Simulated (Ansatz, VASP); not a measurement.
## HgH3: VASP beside Ansatz

```
Hg H
1.0
     7.16685    0.00000    0.00000
     0.00000    7.16685    0.00000
     0.00000    0.00000    7.16685
Hg H
2 6
Direct
  0.50000 0.50000 0.50000
  0.00000 0.00000 0.00000
  0.05249 0.50000 0.50000
  0.94751 0.50000 0.50000
  0.50000 0.05249 0.50000
  0.50000 0.94751 0.50000
  0.50000 0.50000 0.05249
  0.50000 0.50000 0.94751
```

Alike in both runs: task relaxation of cell and atoms; functional PBE; k mesh 4 × 4 × 4; occupations gaussian, width 0.02 eV; no spin polarisation.

|  | VASP | Ansatz |
| --- | --- | --- |
| version | VASP 6.6.1 | Ansatz 0.2.0 |
| potentials or method | VASP PAW PBE potentials, release 64 (Hg, H), cutoff 600 eV | scalar-relativistic, plane waves, PAW |
| valence electrons in the cell | 30 | 46 |

```csv
,VASP,Ansatz,Ansatz less VASP
"gap on the k mesh at the Fermi level, each at its own relaxed structure (eV)",4.86,4.85,-0.010
relaxed volume (Å³/atom),46.01,46.01,+0.004
relaxed cell length with the largest relative difference (Å),7.167,7.167,+0.0002
```

VASP's potentials hold 30 valence electrons a cell and Ansatz's 46, so a difference there can come from the potentials and not from the codes.

Neither program's run includes spin-orbit coupling.
